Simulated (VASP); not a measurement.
A run of VASP 6.6.1 is set up as follows.

INCAR

```
ALGO     = Normal         # electronic algorithm
EDIFF    = 1E-6           # SCF threshold, eV
ENCUT    = 600            # plane-wave cutoff, eV
GGA      = PS             # functional
GGA_COMPAT= False        
ISIF     = 2              # what is computed and relaxed
ISMEAR   = -1             # smearing method
LASPH    = True           # aspherical terms in the spheres
LCHARG   = False          # write CHGCAR
LREAL    = False          # projectors in reciprocal space
LWAVE    = False          # write WAVECAR
NBANDS   = 7              # bands
NELM     = 120            # most SCF steps
PREC     = Accurate       # precision mode
SIGMA    = 0.05           # smearing width, eV
```

KPOINTS

```
k-points
0
Gamma
  24 24 24
```

File POSCAR:

```
Be
1.0
   -1.2465047565      1.2465047565      1.2465047565
    1.2465047565     -1.2465047565      1.2465047565
    1.2465047565      1.2465047565     -1.2465047565
Be
1
Direct
    0.0000000000      0.0000000000      0.0000000000
```

Potentials or basis: VASP PAW PBE potentials, release 64 (Be).

The run is started by

```bash
$ cat potpaw_PBE.64/Be/POTCAR > POTCAR
$ mpirun -np 1 vasp_std > vasp.out
```

**Question.** What does it give for the band gap on the k mesh?

**Answer.** Zero (bands 1 and 2 overlap by 5.39 eV).

**Question.** Predict the pressure.

**Answer.** 0.4 GPa.

Caveat: the PAW data sets were made with another functional, which shifts forces and pressure a little.
